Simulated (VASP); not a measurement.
ZnF2, 6 atoms in the cell. It takes space group P4_2/mnm (No. 136, tetragonal). The conventional cell has a = 4.864 Å, b = 4.864 Å, c = 3.186 Å, α = 90.00°, β = 90.00°, γ = 90.00°. Within 2.8 Å of Zn (site symmetry mmm) lie 6 F at 2.08 to 2.10 Å. F (site symmetry m2m) has 3 Zn at 2.08 to 2.10 Å and 1 F at 2.67 Å within 2.8 Å. 

```yaml
Program: VASP 6.6.1
Task: single point
Functional: PBE
Potentials_or_basis: VASP PAW PBE potentials, release 64 (Zn, F)
Cutoff: 600 eV
k_mesh: 6 × 6 × 8
Occupations: gaussian, width 0.02 eV
Spin: no spin polarisation
Dipole_correction: no
Further_INCAR_settings: ALGO = Normal; EDIFF = 1e-06; NBANDS = 35
```

Potentials or basis: VASP PAW PBE potentials, release 64 (Zn, F).

Run with:

```bash
$ cat potpaw_PBE.64/Zn/POTCAR potpaw_PBE.64/F/POTCAR > POTCAR
$ mpirun -np 1 vasp_std > vasp.out
```

Hardware: 1 thread of Oxide Virtual Turin-like Processor (shared host).

Problem. Estimate the wall time of this run.

Solution. It took 3.1 min on 1 thread of Oxide Virtual Turin-like Processor, on a shared host, peak memory 0.24 GiB. Counts: scf iterations 14, k points 50.
